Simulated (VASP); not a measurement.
# Ca (Fm-3m) in VASP: a series of runs

Ca is run at these levels: PBE; tasks: single point.

All numbers are computed with VASP 6.6.1; they aren't measurements. Logs are shortened: lines on timing, memory, paths and dates and some standing lists are left out, and cuts for length are marked.

**1. The cell of the first run**

It takes space group Fm-3m (No. 225, cubic). The conventional cell has a = 5.525 Å, b = 5.525 Å, c = 5.525 Å, α = 90.00°, β = 90.00°, γ = 90.00°. Within 5.1 Å of Ca (site symmetry m-3m) lie 12 Ca at 3.91 Å.

**2. Single point, PBE**

Input file INCAR:

```
SYSTEM = Ca
  PREC = Accurate
  ENCUT = 520
  EDIFF = 1E-7
  ISMEAR = 1
  SIGMA = 0.1
  LREAL = .False.
  LASPH = .True.
  NELM = 100
  ALGO = Normal
  ISIF = 2
  LWAVE = .False.
  LCHARG = .False.
  GGA = PE
  NBANDS = 11
```

Input file KPOINTS:

```
regular mesh
0
Gamma
  10 10 10
  0 0 0
```

Input file POSCAR:

```
Ca
1.0
    0.0000000000      2.7627089163      2.7627089163
    2.7627089163      0.0000000000      2.7627089163
    2.7627089163      2.7627089163      0.0000000000
Ca
1
Direct
    0.0000000000      0.0000000000      0.0000000000
```

Potentials or basis: VASP PAW PBE potentials, release 64 (Ca_sv).

Run with:

```bash
cat potpaw_PBE.64/Ca_sv/POTCAR > POTCAR
mpirun -np 1 vasp_std > vasp.out
```

OUTCAR:

```text
SYSTEM = Ca
   PREC = Accurate
   ENCUT = 520
   EDIFF = 1E-7
   ISMEAR = 1
   LREAL = .False.
   LASPH = .True.
   NELM = 100
   ISIF = 2
   GGA = PE

 ion  position               nearest neighbor table
   1  0.000  0.000  0.000-

  LATTYP: Found a face centered cubic cell.
 ALAT       =     5.5254178326

  Lattice vectors:

 A1 = (   0.0000000000,   2.7627089163,   2.7627089163)
 A2 = (   2.7627089163,   0.0000000000,   2.7627089163)
 A3 = (   2.7627089163,   2.7627089163,   0.0000000000)

Analysis of symmetry for initial positions (statically):
=====================================================================
 Subroutine PRICEL returns:
 Original cell was already a primitive cell.

 Routine SETGRP: Setting up the symmetry group for a
 face centered cubic supercell.

 Subroutine GETGRP returns: Found 48 space group operations
 (whereof 48 operations were pure point group operations)
 out of a pool of 48 trial point group operations.

The static configuration has the point symmetry O_h .

Analysis of symmetry for dynamics (positions and initial velocities):
=====================================================================
 Subroutine PRICEL returns:
 Original cell was already a primitive cell.

 Routine SETGRP: Setting up the symmetry group for a
 face centered cubic supercell.

 Subroutine GETGRP returns: Found 48 space group operations
 (whereof 48 operations were pure point group operations)
 out of a pool of 48 trial point group operations.

The dynamic configuration has the point symmetry O_h .

 Subroutine INISYM returns: Found 48 space group operations
 (whereof 48 operations are pure point group operations),
 and found     1 'primitive' translations

----------------------------------------------------------------------------------------

                                     Primitive cell

  volume of cell :      42.1731

  direct lattice vectors                    reciprocal lattice vectors
     0.000000000  2.762708916  2.762708916    -0.180981788  0.180981788  0.180981788
     2.762708916  0.000000000  2.762708916     0.180981788 -0.180981788  0.180981788
     2.762708916  2.762708916  0.000000000     0.180981788  0.180981788 -0.180981788

  length of vectors
     3.907060418  3.907060418  3.907060418     0.313469652  0.313469652  0.313469652

  position of ions in fractional coordinates (direct lattice)
     0.000000000  0.000000000  0.000000000

  ion indices of the primitive-cell ions
   primitive index   ion index
                 1           1

----------------------------------------------------------------------------------------

 KPOINTS: regular mesh

Automatic generation of k-mesh.
 Grid dimensions read from file:
 generate k-points for:   10   10   10

 Generating k-lattice:

  Cartesian coordinates                     Fractional coordinates (reciprocal lattice)
    -0.018098179  0.018098179  0.018098179     0.100000000  0.000000000  0.000000000
     0.018098179 -0.018098179  0.018098179     0.000000000  0.100000000  0.000000000
     0.018098179  0.018098179 -0.018098179     0.000000000  0.000000000  0.100000000

  Length of vectors
     0.031346965  0.031346965  0.031346965

  Shift w.r.t. Gamma in fractional coordinates (k-lattice)
     0.000000000  0.000000000  0.000000000

 Subroutine IBZKPT returns following result:
 ===========================================

 Found     47 irreducible k-points:

 Following reciprocal coordinates:
            Coordinates               Weight
  0.000000  0.000000  0.000000      1.000000
  0.100000  0.000000  0.000000      8.000000
  0.200000  0.000000  0.000000      8.000000
  0.300000  0.000000  0.000000      8.000000
  0.400000  0.000000  0.000000      8.000000
  0.500000  0.000000  0.000000      4.000000
[... 16 lines left out ...]
  0.300000  0.300000  0.000000      6.000000
  0.400000  0.300000  0.000000     24.000000
 [... further k-points ...]
   k-points           NKPTS =     47   k-points in BZ     NKDIM =     47   number of bands    NBANDS=     11
   number of dos      NEDOS =    301   number of ions     NIONS =      1
   total plane-waves  NPLWV =  27000
   dimension x,y,z NGX =    30 NGY =   30 NGZ =   30
   dimension x,y,z NGXF=    60 NGYF=   60 NGZF=   60
   ions per type =               1
   NGX,Y,Z   is equivalent  to a cutoff of  12.77, 12.77, 12.77 a.u.
   NGXF,Y,Z  is equivalent  to a cutoff of  25.53, 25.53, 25.53 a.u.
 SYSTEM =  Ca
   PREC   = accura    normal or accurate (medium, high low for compatibility)
   ISTART =      0    job   : 0-new  1-cont  2-samecut
   ICHARG =      2    charge: 1-file 2-atom 10-const
   ISPIN  =      1    spin polarized calculation?
   LNONCOLLINEAR =      F non collinear calculations
   LSORBIT =      F    spin-orbit coupling
   LASPH  =      T    aspherical Exc in radial PAW
   ENCUT  =  520.0 eV  38.22 Ry    6.18 a.u.   7.26  7.26  7.26*2*pi/ulx,y,z
   NELM   =    100;   NELMIN=  2; NELMDL= -5     # of ELM steps
   EDIFF  = 0.1E-06   stopping-criterion for ELM
   LREAL  =      F    real-space projection
   EDIFFG = 0.1E-05   stopping-criterion for IOM
   NSW    =      0    number of steps for IOM
   IBRION =     -1    ionic relax: 0-MD 1-quasi-New 2-CG
   NFREE  =      0    steps in history (QN), initial steepest desc. (CG)
   ISIF   =      2    stress and relaxation
   ISYM   =      2    0-nonsym 1-usesym 2-fastsym
   POTIM  = 0.5000    time-step for ionic-motion
   TEBEG  =    0.0;   TEEND  =   0.0 temperature during run
   PSTRESS=    0.0 pullay stress
   NELECT =      10.0000    total number of electrons
   NUPDOWN=      -1.0000    fix difference up-down
   EMIN   =  10.00;   EMAX   =-10.00  energy-range for DOS
   EFERMI =   0.00;   METHOD = LEGACY
   ISMEAR =     1;   SIGMA  =   0.10  broadening in eV -4-tet -1-fermi 0-gaus
   EFERMI_NEDOS =   21; number of points for ismear=-14 and -15
   IALGO  =     38    algorithm
   IMIX   =      4    mixing-type and parameters
     AMIX     =   0.40;   BMIX     =  1.00
     AMIX_MAG =   1.60;   BMIX_MAG =  1.00
  volume/ion in A,a.u.               =      42.17       284.60
  Fermi-wavevector in a.u.,A,eV,Ry     =   1.013281  1.914823 13.969611  1.026737
  Thomas-Fermi vector in A             =   2.146440
   LORBIT       =      0    0 simple, 1 ext, 2 COOP (PROOUT), +10 PAW based schemes
   GGA     = PE    functional components
   LHFCALC =     F    Hartree Fock is set to
   AEXX    =    0.0000 exact exchange contribution
   IVDW    =     0    specifies the selected vdW correction
   LEPSILON=     F    determine dielectric tensor
   LRPA    =     F    only Hartree local field effects (RPA)
 non-spin polarized calculation
 Methfessel and Paxton  Order N= 1 SIGMA  =   0.10
  energy-cutoff  :      520.00
  volume of cell :       42.17
 maximum number of plane-waves:      1158
 NGX is ok and might be reduce to    30
   NGX = 15   NGY = 15   NGZ = 15

 number of electron      10.0000001 magnetization

 Free energy of the ion-electron system (eV)
  ---------------------------------------------------
  ext. energy  EPLUGINS =         0.00000000
  ---------------------------------------------------
  free energy    TOTEN  =        -1.93117070 eV

  energy without entropy =       -1.93131097  energy(sigma->0) =       -1.93121746

 E-fermi :   1.9900     XC(G=0):  -7.7391

 val. band max:        1.9810201849   @ k =  -0.3000   0.4000   0.1000
 cond. band min:       2.0513687779   @ k =  -0.4000   0.2000   0.0000
 fundamental gap:      0.0703485930
 Fermi energy:         1.9900061920

 k-point     1 :       0.0000    0.0000    0.0000
  band No.  band energies     occupation
      1     -40.0663      2.00000
      2     -20.9825      2.00000
      3     -20.9825      2.00000
      4     -20.9825      2.00000
      5      -2.0648      2.00000
      6       4.2937      0.00000
      7       4.2937      0.00000
      8       4.2937      0.00000
      9       5.3625      0.00000
     10       5.3625      0.00000
     11      11.0836      0.00000

 k-point     2 :       0.1000    0.0000    0.0000
  band No.  band energies     occupation
      1     -40.0650      2.00000
      2     -20.9959      2.00000
      3     -20.9843      2.00000
      4     -20.9843      2.00000
      5      -1.8940      2.00000
      6       4.1128      0.00000
      7       4.3561      0.00000
      8       4.3561      0.00000
      9       5.3100      0.00000
     10       5.3100      0.00000
     11      11.2542      0.00000

 k-point     3 :       0.2000    0.0000    0.0000
  band No.  band energies     occupation
      1     -40.0616      2.00000
      2     -21.0308      2.00000
      3     -20.9891      2.00000
      4     -20.9891      2.00000
      5      -1.3988      2.00000
      6       3.6598     -0.00000
      7       4.4442      0.00000
      8       4.4442      0.00000
      9       5.2871      0.00000
     10       5.2871      0.00000
     11      10.1310      0.00000

 k-point     4 :       0.3000    0.0000    0.0000
  band No.  band energies     occupation
      1     -40.0574      2.00000
      2     -21.0735      2.00000
      3     -20.9951      2.00000
      4     -20.9951      2.00000
      5      -0.6329      2.00000
      6       3.0666     -0.00000
      7       4.3705      0.00000
      8       4.3705      0.00000
      9       5.5260      0.00000
     10       5.5260      0.00000
     11       8.6436      0.00000
[... 239 lines left out ...]
 k-point    22 :      -0.2000    0.2000    0.0000
  band No.  band energies     occupation
      1     -40.0559      2.00000
      2     -21.0668      2.00000
      3     -21.0211      2.00000
      4     -20.9945      2.00000
      5      -0.3753      2.00000
      6       3.1735     -0.00000
      7       3.8881     -0.00000
      8       4.7492      0.00000
      9       4.9653      0.00000
     10       5.9902      0.00000
     11       9.0839      0.00000

 k-point    23 :       0.3000    0.3000    0.0000
  band No.  band energies     occupation
      1     -40.0545      2.00000
      2     -21.0694      2.00000
      3     -21.0157      2.00000
      4     -21.0157      2.00000
      5      -0.1939      2.00000
      6       3.0267     -0.00000
      7       3.8204     -0.00000
      8       5.1434      0.00000
      9       5.1434      0.00000
     10       5.7914      0.00000
     11      10.0015      0.00000

 k-point    24 :       0.4000    0.3000    0.0000
  band No.  band energies     occupation
      1     -40.0518      2.00000
      2     -21.0878      2.00000
      3     -21.0257      2.00000
      4     -21.0214      2.00000
      5       0.4561      2.00000
      6       2.7977     -0.00000
      7       3.4540     -0.00000
      8       5.2539      0.00000
      9       5.5606      0.00000
     10       5.9970      0.00000
     11       8.5961      0.00000

 [... further k-points ...]

------------------------ aborting loop because EDIFF is reached ----------------------------------------

  FORCE on cell =-STRESS in cart. coord.  units (eV):
  Direction    XX          YY          ZZ          XY          YZ          ZX
  --------------------------------------------------------------------------------------
  -------------------------------------------------------------------------------------
  Total        0.0063482      0.0063482      0.0063482      0.0000000     -0.0000000      0.0000000
  in kB        0.2411713      0.2411713      0.2411713      0.0000000     -0.0000000      0.0000000
  external PRESSURE =       0.2411713 kB  Pullay stress =       0.0000000 kB

 VOLUME and BASIS-vectors are now :
 -----------------------------------------------------------------------------
  energy-cutoff  :      520.00
  volume of cell :       42.17
      direct lattice vectors                 reciprocal lattice vectors
     0.000000000  2.762708916  2.762708916    -0.180981788  0.180981788  0.180981788
     2.762708916  0.000000000  2.762708916     0.180981788 -0.180981788  0.180981788
     2.762708916  2.762708916  0.000000000     0.180981788  0.180981788 -0.180981788

 POSITION                                       TOTAL-FORCE (eV/Angst)
 -----------------------------------------------------------------------------------
      0.00000      0.00000      0.00000         0.000000      0.000000      0.000000
 -----------------------------------------------------------------------------------
    total drift:                               -0.000000     -0.000000      0.000000

  FREE ENERGIE OF THE ION-ELECTRON SYSTEM (eV)
  ---------------------------------------------------
  free  energy   TOTEN  =        -1.9311706970 eV

  energy  without entropy=       -1.9313109731  energy(sigma->0) =       -1.93121746
```

Wall time 26 s (1 thread of Intel Xeon 8259CL, shared host); peak memory 0.17 GiB.

What came out:

```
Free energy            : -1.9312 eV
Pressure               : 0.0 GPa
Band gap on the k mesh : zero (bands 5 and 6 overlap by 0.27 eV)
```

[end of part 1 of 2]
